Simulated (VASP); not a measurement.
# Ni in VASP: notebook, part 3 of 3

VASP 6.6.1. The steps go on from the part before.

### Step 5. Relaxation of cell and atoms, PBEsol, collinear spin, antiferromagnetic start

This run uses another cell than the first one: it holds 2 atoms, not 1.

INCAR reads:

```
ALGO = Normal
EDIFF = 1E-6
EDIFFG = -0.01
ENCUT = 600
GGA = PS
IBRION = 2
ISIF = 3
ISMEAR = -1
ISPIN = 2
LASPH = T
LCHARG = F
LMAXMIX = 4
LORBIT = 11
LREAL = F
LWAVE = F
MAGMOM = 0.8 -0.8
NELM = 150
NSW = 80
PREC = Accurate
SIGMA = 0.05
```

KPOINTS reads:

```
k-points
0
Gamma
  13 13 9
```

POSCAR reads:

```
Ni
1.0
    2.4917594441      0.0000000000      0.0000000000
    0.0000000000      2.4917594441      0.0000000000
    0.0000000000      0.0000000000      3.5238800000
Ni
2
Direct
    0.0000000000      0.0000000000      0.0000000000
    0.5000000000      0.5000000000      0.5000000000
```

Potentials or basis: VASP PAW PBE potentials, release 64 (Ni).

The run is started by

```sh
cat potpaw_PBE.64/Ni/POTCAR > POTCAR
mpirun -np 1 vasp_std > vasp.out
```

OUTCAR:

```text
EDIFF = 1E-6
   EDIFFG = -0.01
   ENCUT = 600
   GGA = PS
   IBRION = 2
   ISIF = 3
   ISMEAR = -1
   ISPIN = 2
   LASPH = T
   LORBIT = 11
   LREAL = F
   NELM = 150
   NSW = 80
   PREC = Accurate

 ion  position               nearest neighbor table
   1  0.000  0.000  0.000-   2 2.49   2 2.49   2 2.49   2 2.49   2 2.49   2 2.49   2 2.49   2 2.49

   2  0.500  0.500  0.500-   1 2.49   1 2.49   1 2.49   1 2.49   1 2.49   1 2.49   1 2.49   1 2.49

  LATTYP: Found a simple tetragonal cell.
 ALAT       =     2.4917594441
 C/A-ratio  =     1.4142135624

  Lattice vectors:

 A1 = (   2.4917594441,   0.0000000000,   0.0000000000)
 A2 = (   0.0000000000,   2.4917594441,   0.0000000000)
 A3 = (   0.0000000000,   0.0000000000,   3.5238800000)

Analysis of symmetry for initial positions (statically):
=====================================================================
 Subroutine PRICEL returns following result:

  LATTYP: Found a face centered cubic cell.
 ALAT       =     3.5238800000
[... 12 lines left out ...]
 Subroutine GETGRP returns: Found 16 space group operations
 (whereof 16 operations were pure point group operations)
 out of a pool of 16 trial point group operations.

The static configuration has the point symmetry D_4h.

Analysis of symmetry for dynamics (positions and initial velocities):
=====================================================================
 Subroutine PRICEL returns following result:

  LATTYP: Found a face centered cubic cell.
 ALAT       =     3.5238800000
[... 12 lines left out ...]
 Subroutine GETGRP returns: Found 16 space group operations
 (whereof 16 operations were pure point group operations)
 out of a pool of 16 trial point group operations.

The dynamic configuration has the point symmetry D_4h.

Analysis of structural, dynamic, and magnetic symmetry:
=====================================================================
 Subroutine PRICEL returns following result:

  LATTYP: Found a face centered cubic cell.
 ALAT       =     3.5238800000
[... 12 lines left out ...]
 Subroutine GETGRP returns: Found 16 space group operations
 (whereof 16 operations were pure point group operations)
 out of a pool of 16 trial point group operations.

The overall configuration has the point symmetry D_4h.

 Subroutine INISYM returns: Found 16 space group operations
[... 145 lines left out ...]

  energy without entropy =      -12.08959605  energy(sigma->0) =      -12.11903295

------------------------ aborting loop because EDIFF is reached ----------------------------------------

  FORCE on cell =-STRESS in cart. coord.  units (eV):
  Direction    XX          YY          ZZ          XY          YZ          ZX
  --------------------------------------------------------------------------------------
  -------------------------------------------------------------------------------------
  Total       -1.5888318     -1.5888318     -1.5714233      0.0000000      0.0000000      0.0000000
  in kB     -116.3469948   -116.3469948   -115.0722075      0.0000000      0.0000000      0.0000000
  external PRESSURE =    -115.9220657 kB  Pullay stress =       0.0000000 kB
[... 25 lines left out ...]
 number of electron      20.0000026 magnetization      -0.0000000

 number of electron      20.0000026 magnetization       0.0000000

 E-fermi :  10.6935     XC(G=0): -14.1088

 val. band max:       10.6918371212   @ k =   0.0769   0.0000   0.3333
 cond. band min:      10.7015515735   @ k =   0.3077   0.1538   0.0000
 fundamental gap:      0.0097144523
 Fermi energy:        10.6935296657

 spin component 1

 k-point     1 :       0.0000    0.0000    0.0000
  band No.  band energies     occupation
      1       0.9874      1.00000
      2       5.6550      1.00000
      3       6.3261      1.00000
      4       8.4935      1.00000
      5       8.4984      1.00000
      6       8.4984      1.00000
      7       9.8136      1.00000
      8       9.8189      1.00000
      9      10.6762      0.58581
     10      10.8959      0.01716
     11      10.8959      0.01716
     12      13.3148      0.00000
[... 842 lines left out ...]
 number of electron      19.9999987 magnetization      -0.0000000

 number of electron      19.9999987 magnetization       0.0000000

 Free energy of the ion-electron system (eV)
  ---------------------------------------------------
  ext. energy  EPLUGINS =         0.00000000
  ---------------------------------------------------
  free energy    TOTEN  =       -12.19557171 eV

  energy without entropy =      -12.14026548  energy(sigma->0) =      -12.16791860

 E-fermi :   9.7656     XC(G=0): -13.7446

 val. band max:        9.7608615075   @ k =   0.2308   0.0000   0.1111
 cond. band min:       9.7701801580   @ k =   0.0769   0.0000   0.3333
 fundamental gap:      0.0093186505
 Fermi energy:         9.7656484219

 spin component 1

 k-point     1 :       0.0000    0.0000    0.0000
  band No.  band energies     occupation
      1       0.5065      1.00000
      2       5.1453      1.00000
      3       5.7683      1.00000
      4       7.7535      1.00000
      5       7.7565      1.00000
      6       7.7565      1.00000
      7       8.9610      1.00000
      8       8.9642      1.00000
      9       9.7485      0.58490
     10       9.9476      0.02560
     11       9.9476      0.02560
     12      12.3567      0.00000
[... 834 lines left out ...]
  FREE ENERGIE OF THE ION-ELECTRON SYSTEM (eV)
  ---------------------------------------------------
  free  energy   TOTEN  =       -12.1955717145 eV

  energy  without entropy=      -12.1402654769  energy(sigma->0) =      -12.16791860

 reached required accuracy - stopping structural energy minimisation

 total charge

# of ion       s       p       d       tot
------------------------------------------
    1        0.519   0.546   8.347   9.413
    2        0.519   0.546   8.347   9.413
--------------------------------------------------
tot          1.039   1.092  16.694  18.825

 magnetization (x)

# of ion       s       p       d       tot
------------------------------------------
    1        0.000   0.000   0.000   0.000
    2       -0.000  -0.000  -0.000  -0.000
--------------------------------------------------
tot          0.000   0.000   0.000   0.000
```

OSZICAR:

```text
N       E                     dE             d eps       ncg     rms          rms(c)
DAV:   1     0.977378928096E+02    0.97738E+02   -0.10428E+04  8064   0.224E+03
DAV:   2    -0.118528252131E+02   -0.10959E+03   -0.10518E+03  7846   0.310E+02
DAV:   3    -0.145199546957E+02   -0.26671E+01   -0.25934E+01  8698   0.708E+01
DAV:   4    -0.145510644003E+02   -0.31110E-01   -0.31100E-01 10712   0.621E+00
[... 32 lines left out ...]
DAV:   4    -0.121953430066E+02    0.28784E-01   -0.18315E-02 10128   0.170E+00    0.181E-01
DAV:   5    -0.121954726288E+02   -0.12962E-03   -0.12824E-03 10178   0.357E-01    0.119E-01
DAV:   6    -0.121955746426E+02   -0.10201E-03   -0.68594E-05  9268   0.838E-02    0.252E-02
DAV:   7    -0.121955716171E+02    0.30255E-05   -0.16530E-05  9980   0.844E-02    0.312E-03
DAV:   8    -0.121955717145E+02   -0.97397E-07   -0.30407E-07  4112   0.876E-03
   3 F= -.12195572E+02 E0= -.12167919E+02  d E =-.471019E-01  mag=     0.0000
```

It took 6.2 min on 1 thread of AMD EPYC 7R43 (Zen 3), shared host; peak memory 0.16 GiB.

Results:

```yaml
Free_energy: -12.1956 eV
Relaxed_volume: 10.33 Å³/atom
Relaxed_cell: a = 2.444 Å, b = 2.444 Å, c = 3.458 Å, α = 90.00°, β = 90.00°, γ = 90.00°
Space_group_after_relaxing_to_0.05_Å: Fm-3m (No. 225)
Energy_gained_by_relaxing: 23.6 meV/atom
Ionic_steps: 3
Pressure_after_relaxing: -0.1 GPa
Band_gap_on_the_k_mesh: zero (filled and empty bands overlap)
Net_moment: 0.00 μB per cell
Valence_electrons_inside_the_program's_atomic_spheres: Ni 9.41
```

The path:
```
step  energy change (eV)  largest force (eV/Å)  pressure (GPa)  volume (Å³)
   1              0.0000                0.0000          -11.59        21.88
   2              0.0077                0.0000           15.83        19.47
   3             -0.0471                0.0000           -0.09        20.66
```

Final structure:
```cif
data_structure
_symmetry_space_group_name_H-M 'P 1'
_symmetry_Int_Tables_number 1
_cell_length_a 2.4444
_cell_length_b 2.4444
_cell_length_c 3.4577
_cell_angle_alpha 90.000
_cell_angle_beta 90.000
_cell_angle_gamma 90.000
_cell_volume 20.66
loop_
_atom_site_label
_atom_site_type_symbol
_atom_site_fract_x
_atom_site_fract_y
_atom_site_fract_z
_atom_site_occupancy
Ni1 Ni 0.00000 0.00000 0.00000 1
Ni2 Ni 0.50000 0.50000 0.50000 1
```

Caveat: the PAW data sets were made with another functional, which shifts forces and pressure a little.

### Step 6. Summary

```tsv
task	spin	cell	k mesh	cutoff (eV)	smearing	gap on the mesh (eV)	pressure (GPa)	moment (μB)
single point	off	a = 2.540 Å, angles 60.0°, 1 atom	26 × 26 × 26	520	fermi-dirac 0.1 eV	none	-19.6	-
single point	non-collinear, zero start, SOC	a = 2.446 Å, angles 60.0°, 1 atom	16 × 16 × 16	520	fermi-dirac 0.1 eV	-	0.2	0.00
single point	collinear, antiferromagnetic start	a = 2.444, b = 2.444, c = 3.459 Å, 2 atoms	13 × 13 × 9	520	fermi-dirac 0.05 eV	none	0.0	0.00
relaxation of cell and atoms	collinear, antiferromagnetic start	relaxed from a = 2.492, b = 2.492, c = 3.524 Å, 2 atoms	13 × 13 × 9	600	fermi-dirac 0.05 eV	none	-0.1	0.00
```

Alike in all rows: level PBEsol; potentials or basis VASP PAW PBE potentials, release 64 (Ni).

Caveats: the PAW data sets were made with another functional, which shifts forces and pressure a little.

Absolute energies hang on the potentials; compare differences alone.
